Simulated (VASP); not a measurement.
BaS:

```
Ba S
1.0
     0.00000    3.19375    3.19375
     3.19375    0.00000    3.19375
     3.19375    3.19375    0.00000
Ba S
1 1
Direct
  0.00000 0.00000 0.00000
  0.50000 0.50000 0.50000
```

* Program: VASP 6.6.1
* Task: relaxation of cell and atoms
* Functional: LDA
* Potentials or basis: VASP PAW LDA potentials, release 64 (Ba_sv, S)
* Cutoff: 600 eV
* k mesh: 8 × 8 × 8
* Occupations: fermi-dirac, width 0.02 eV
* Spin: no spin polarisation

At the start: pressure -1.8 GPa; volume 32.58 Å³/atom.

Where does the relaxation end?

Over 3 steps the energy falls by 7.5 meV/atom and the volume is 31.30 Å³/atom (-3.9 %); space group Fm-3m (No. 225, to 0.1 Å) before and after.

The path:
```csv
step,energy change (eV),largest force (eV/Å),pressure (GPa),volume (Å³)
1,0.0000,0.0000,-1.82,65.15
2,-0.0130,0.0000,0.75,61.72
3,-0.0150,0.0000,0.00,62.61
```

Final structure:
```
Ba S
1.0
     0.00000    3.15163    3.15163
     3.15163    0.00000    3.15163
     3.15163    3.15163    0.00000
Ba S
1 1
Direct
  0.00000 0.00000 0.00000
  0.50000 0.50000 0.50000
```
